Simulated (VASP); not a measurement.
# As2Se (P1) in VASP: relaxation of cell and atoms with PBE

Aim: the relaxation of cell and atoms of As2Se with PBE.

Everything below comes from runs of VASP 6.6.1. Logs are shortened: lines on timing, memory, paths and dates and some standing lists are left out, and cuts for length are marked.

**1. The cell of the first run**

The typed cell holds 9 atoms: a = 3.772 Å, b = 3.754 Å, c = 17.690 Å, α = 89.43°, β = 88.42°, γ = 119.74°.

**2. Relaxation of cell and atoms, PBE**

INCAR reads:

```
SYSTEM = As2Se
ALGO = Normal ; EDIFF = 1E-6
EDIFFG = -0.025 ; ENCUT = 600
GGA = PE ; IBRION = 2
ISIF = 3 ; ISMEAR = 0
LASPH = .True. ; LCHARG = .False.
LREAL = .False. ; LWAVE = .False.
NELM = 80 ; NSW = 80
PREC = Accurate ; SIGMA = 0.2
```

KPOINTS reads:

```
k-points
0
Gamma
  6 6 2
  0 0 0
```

POSCAR reads:

```
As2Se
1.0
    3.7719156661      0.0135793521      0.0523650666
   -1.8741977692      3.2526784375      0.0189353071
    0.2416976744      0.2404631229     17.6862447788
As Se
6 3
Direct
    1.0163364616      0.0066518626      0.6462658889
    0.6508194232      0.3063470549      0.5643476124
    0.0217978397      0.0017708687      0.3619044209
    0.3208037062      0.6466256646      0.4291576446
    0.6511251032      0.3195853505      0.8948784870
    0.3453892215      0.6767915346      0.1011985909
    0.3373058563      0.6627728918      0.8140369905
    0.6707548524      0.3740098345      0.1871863364
   -0.0143324641      0.0054449378      1.0010240284
```

Potentials or basis: VASP PAW PBE potentials, release 64 (As, Se).

The run is started by

```sh
cat potpaw_PBE.64/As/POTCAR potpaw_PBE.64/Se/POTCAR > POTCAR
mpirun -np 1 vasp_std > vasp.out
```

OUTCAR:

```text
SYSTEM = As2Se
   EDIFF = 1E-6
   EDIFFG = -0.025
   ENCUT = 600
   GGA = PE
   IBRION = 2
   ISIF = 3
   ISMEAR = 0
   LASPH = .True.
   LREAL = .False.
   NELM = 80
   NSW = 80
   PREC = Accurate

 ion  position               nearest neighbor table
   1  0.016  0.007  0.646-   2 2.49   2 2.62   2 2.74
   2  0.651  0.306  0.564-   1 2.49   1 2.62   1 2.74
   3  0.022  0.002  0.362-   4 2.44   4 2.45   4 2.55
   4  0.321  0.647  0.429-   3 2.44   3 2.45   3 2.55
   5  0.651  0.320  0.895-   7 2.58   7 2.61   7 2.62   9 2.82   9 2.84
   6  0.345  0.677  0.101-   8 2.56   8 2.64   9 2.69   8 2.77   9 2.86
   7  0.337  0.663  0.814-   5 2.58   5 2.61   5 2.62
   8  0.671  0.374  0.187-   6 2.56   6 2.64   6 2.77
   9  0.986  0.005  0.001-   6 2.69   5 2.82   5 2.84   6 2.86

  LATTYP: Found a triclinic cell.
 ALAT       =     6.5196031480
 B/A-ratio  =     0.5758096170
 C/A-ratio  =     2.7132833471
 COS(alpha) =     0.0099997077
 COS(beta)  =     0.0274795287
 COS(gamma) =     0.8646252073

  Lattice vectors:

 A1 = (   0.0235201277,   6.5189362271,   0.0902356808)
 A2 = (  -1.8741977692,   3.2526784375,   0.0189353071)
 A3 = (   0.2416976744,   0.2404631229,  17.6862447788)

Analysis of symmetry for initial positions (statically):
=====================================================================
 Subroutine PRICEL returns:
 Original cell was already a primitive cell.

 Routine SETGRP: Setting up the symmetry group for a
 triclinic supercell.

 Subroutine GETGRP returns: Found  1 space group operations
 (whereof  1 operations were pure point group operations)
 out of a pool of  2 trial point group operations.

The static configuration has the point symmetry C_1 .

Analysis of symmetry for dynamics (positions and initial velocities):
=====================================================================
 Subroutine PRICEL returns:
 Original cell was already a primitive cell.

 Routine SETGRP: Setting up the symmetry group for a
 triclinic supercell.

 Subroutine GETGRP returns: Found  1 space group operations
 (whereof  1 operations were pure point group operations)
 out of a pool of  2 trial point group operations.

The dynamic configuration has the point symmetry C_1 .

 Subroutine INISYM returns: Found  1 space group operations
 (whereof  1 operations are pure point group operations),
[... 129 lines left out ...]
     AMIX     =   0.40;   BMIX     =  1.00
     AMIX_MAG =   1.60;   BMIX_MAG =  1.00
  volume/ion in A,a.u.               =      24.15       162.98
  Fermi-wavevector in a.u.,A,eV,Ry     =   0.989533  1.869946 13.322487  0.979175
  Thomas-Fermi vector in A             =   2.121138
   LORBIT       =      0    0 simple, 1 ext, 2 COOP (PROOUT), +10 PAW based schemes
   GGA     = PE    functional components
   LHFCALC =     F    Hartree Fock is set to
   AEXX    =    0.0000 exact exchange contribution
   IVDW    =     0    specifies the selected vdW correction
   LEPSILON=     F    determine dielectric tensor
   LRPA    =     F    only Hartree local field effects (RPA)
 conjugate gradient relaxation of ions
 non-spin polarized calculation
 Gauss-broadening in eV      SIGMA  =   0.20
  energy-cutoff  :      600.00
  volume of cell :      217.36
 maximum number of plane-waves:      7301
   NGX = 15   NGY = 15   NGZ = 71

--------------------------------------- Ionic step        1  -------------------------------------------

 number of electron      47.9999999 magnetization

 Free energy of the ion-electron system (eV)
  ---------------------------------------------------
  ext. energy  EPLUGINS =         0.00000000
  ---------------------------------------------------
  free energy    TOTEN  =       -38.66916169 eV

  energy without entropy =      -38.64553271  energy(sigma->0) =      -38.65734720

------------------------ aborting loop because EDIFF is reached ----------------------------------------

  FORCE on cell =-STRESS in cart. coord.  units (eV):
  Direction    XX          YY          ZZ          XY          YZ          ZX
  --------------------------------------------------------------------------------------
  -------------------------------------------------------------------------------------
  Total        2.2741411      0.5929350     -0.6138547     -0.0705096     -2.9950435     -0.9019283
  in kB       16.7630426      4.3706148     -4.5248170     -0.5197367    -22.0769249     -6.6482520
  external PRESSURE =       5.5362801 kB  Pullay stress =       0.0000000 kB
[... 110 lines left out ...]
  FREE ENERGIE OF THE ION-ELECTRON SYSTEM (eV)
  ---------------------------------------------------
  free  energy   TOTEN  =       -39.0077633130 eV

  energy  without entropy=      -38.9920714654  energy(sigma->0) =      -38.99991739

[... ionic steps 4 to 21 ...]

--------------------------------------- Ionic step       22  -------------------------------------------

 number of electron      48.0000000 magnetization

------------------------ aborting loop because EDIFF is reached ----------------------------------------
[... 81 lines left out ...]
--------------------------------------- Ionic step       24  -------------------------------------------

 number of electron      48.0000000 magnetization

 Free energy of the ion-electron system (eV)
  ---------------------------------------------------
  ext. energy  EPLUGINS =         0.00000000
  ---------------------------------------------------
  free energy    TOTEN  =       -39.06423618 eV

  energy without entropy =      -39.04823554  energy(sigma->0) =      -39.05623586

 E-fermi :   4.4021     XC(G=0):  -9.5034

 val. band max:        4.2830594578   @ k =  -0.1667   0.1667   0.0000
 cond. band min:       4.5235784438   @ k =   0.5000   0.5000   0.5000
 fundamental gap:      0.2405189859
 Fermi energy:         4.4020515129

 k-point     1 :       0.0000    0.0000    0.0000
  band No.  band energies     occupation
      1     -11.2467      2.00000
      2     -10.6477      2.00000
      3      -9.8559      2.00000
      4      -9.2488      2.00000
      5      -9.1990      2.00000
      6      -5.8939      2.00000
[... 757 lines left out ...]
     28       5.7935      0.00000
     29       6.0414      0.00000

 [... further k-points ...]

------------------------ aborting loop because EDIFF is reached ----------------------------------------

  FORCE on cell =-STRESS in cart. coord.  units (eV):
  Direction    XX          YY          ZZ          XY          YZ          ZX
  --------------------------------------------------------------------------------------
  -------------------------------------------------------------------------------------
  Total       -0.0038383     -0.0600921     -0.0377746     -0.0172301     -0.0233589     -0.0182093
  in kB       -0.0286937     -0.4492210     -0.2823855     -0.1288047     -0.1746205     -0.1361248
  external PRESSURE =      -0.2534334 kB  Pullay stress =       0.0000000 kB
[... 24 lines left out ...]
  FREE ENERGIE OF THE ION-ELECTRON SYSTEM (eV)
  ---------------------------------------------------
  free  energy   TOTEN  =       -39.0642361801 eV

  energy  without entropy=      -39.0482355449  energy(sigma->0) =      -39.05623586

 reached required accuracy - stopping structural energy minimisation
```

OSZICAR:

```text
N       E                     dE             d eps       ncg     rms          rms(c)
DAV:   1     0.251535517298E+03    0.25154E+03   -0.21047E+04  2320   0.156E+03
DAV:   2    -0.143858889532E+02   -0.26592E+03   -0.25793E+03  2939   0.217E+02
DAV:   3    -0.382671461089E+02   -0.23881E+02   -0.23326E+02  2921   0.653E+01
DAV:   4    -0.389813711006E+02   -0.71422E+00   -0.70176E+00  2943   0.110E+01
[... 208 lines left out ...]
DAV:   2    -0.390642558967E+02   -0.12077E-03   -0.16530E-03  2910   0.170E-01    0.282E-02
DAV:   3    -0.390642427888E+02    0.13108E-04   -0.44112E-05  2968   0.367E-02    0.190E-02
DAV:   4    -0.390642379918E+02    0.47970E-05   -0.16077E-05  2856   0.233E-02    0.102E-02
DAV:   5    -0.390642363008E+02    0.16911E-05   -0.92708E-06  2923   0.206E-02    0.365E-03
DAV:   6    -0.390642361801E+02    0.12064E-06   -0.30448E-06  2200   0.104E-02
  24 F= -.39064236E+02 E0= -.39056236E+02  d E =-.208548E-03
```

CONTCAR:

```text
As2Se
   1.00000000000000
     3.7984073874327740    0.0012737569016469    0.0069175389283972
    -1.8973819625895008    3.2909254627602436   -0.0084047914988485
     0.0384577958569994   -0.0332774666208493   17.1422310951104890
  As              Se
     6     3
Direct
     0.0018869189426072    0.9964173359669235    0.6429355370401999
     0.6692263506491789    0.3280583976843968    0.5666085723885143
     0.0028681513847834    0.9890295031071570    0.3579795257551404
     0.3353142990332680    0.6569142746123507    0.4342835487149661
     0.6639714329514537    0.3383555184341153    0.8969535065834564
     0.3313682205457653    0.6787572340107194    0.1024363796428630
     0.3330821213499014    0.6669446016712761    0.8109931914101652
     0.6643097249388769    0.3420903881500987    0.1882446332268108
     0.9979727802041654    0.0034327463629693    0.9995651052378759

  0.00000000E+00  0.00000000E+00  0.00000000E+00
  0.00000000E+00  0.00000000E+00  0.00000000E+00
  0.00000000E+00  0.00000000E+00  0.00000000E+00
  0.00000000E+00  0.00000000E+00  0.00000000E+00
  0.00000000E+00  0.00000000E+00  0.00000000E+00
  0.00000000E+00  0.00000000E+00  0.00000000E+00
  0.00000000E+00  0.00000000E+00  0.00000000E+00
  0.00000000E+00  0.00000000E+00  0.00000000E+00
  0.00000000E+00  0.00000000E+00  0.00000000E+00
```

Wall time 41 min (1 thread of AMD EPYC 9R45 (Zen 5), shared host); peak memory 0.53 GiB.

Results:

```
Free energy                           : -39.0642 eV
Relaxed volume                        : 23.81 Å³/atom
Relaxed cell                          : a = 3.798 Å, b = 3.799 Å, c = 17.142 Å, α = 90.29°, β = 89.77°, γ = 119.95°
Space group after relaxing (to 0.1 Å) : Cm (No. 8)
Energy gained by relaxing             : 43.9 meV/atom
Ionic steps                           : 24
Pressure after relaxing               : 0.0 GPa
Largest force after relaxing          : 0.025 eV/Å
Band gap on the k mesh                : 0.24 eV (least direct gap 0.51 eV)
```

Forces on the atoms (eV/Å):
```
As   0.005 -0.013  0.009
As  -0.005  0.007  0.005
As  -0.007  0.005 -0.014
As   0.003  0.006 -0.001
As   0.014 -0.003 -0.020
As   0.003 -0.020  0.002
Se  -0.013  0.004  0.004
Se  -0.002  0.000  0.006
Se   0.002  0.015  0.009
```

Step by step:
```
step  energy change (eV)  largest force (eV/Å)  pressure (GPa)  volume (Å³)
   1              0.0000                1.5137            0.55       217.36
   2             -0.3331                0.4096           -0.87       219.92
   3             -0.3386                0.4100           -1.02       220.28
   4             -0.3714                0.3178            0.46       215.52
   5             -0.3720                0.2663            0.28       216.08
   6             -0.3827                0.1187            0.02       216.42
   7             -0.3835                0.1101           -0.08       216.55
   8             -0.3877                0.0877           -0.07       216.29
   9             -0.3883                0.1232           -0.07       216.15
  10             -0.3908                0.0526            0.06       215.62
  11             -0.3911                0.0673            0.13       215.36
  12             -0.3919                0.0439           -0.10       215.91
  13             -0.3919                0.0439           -0.10       215.91
  14             -0.3928                0.0344           -0.06       215.74
  15             -0.3931                0.0350           -0.03       215.59
  16             -0.3934                0.0344            0.03       215.34
  17             -0.3934                0.0391            0.05       215.24
  18             -0.3936                0.0348            0.02       215.24
  19             -0.3939                0.0348           -0.06       215.25
  20             -0.3941                0.0286           -0.04       215.10
  21             -0.3944                0.0306            0.03       214.66
  22             -0.3947                0.0276            0.02       214.55
  23             -0.3949                0.0331            0.01       214.36
  24             -0.3951                0.0248           -0.03       214.32
```

Final structure:
```cif
data_structure
_symmetry_space_group_name_H-M 'P 1'
_symmetry_Int_Tables_number 1
_cell_length_a 3.7984
_cell_length_b 3.7987
_cell_length_c 17.1423
_cell_angle_alpha 90.287
_cell_angle_beta 89.767
_cell_angle_gamma 119.947
_cell_volume 214.32
loop_
_atom_site_label
_atom_site_type_symbol
_atom_site_fract_x
_atom_site_fract_y
_atom_site_fract_z
_atom_site_occupancy
As1 As 0.00189 0.99642 0.64294 1
As2 As 0.66923 0.32806 0.56661 1
As3 As 0.00287 0.98903 0.35798 1
As4 As 0.33531 0.65691 0.43428 1
As5 As 0.66397 0.33836 0.89695 1
As6 As 0.33137 0.67876 0.10244 1
Se1 Se 0.33308 0.66694 0.81099 1
Se2 Se 0.66431 0.34209 0.18824 1
Se3 Se 0.99797 0.00343 0.99957 1
```

Caveat: semilocal functionals underestimate gaps, and a narrow one can read as zero. A k mesh can miss the band edges.
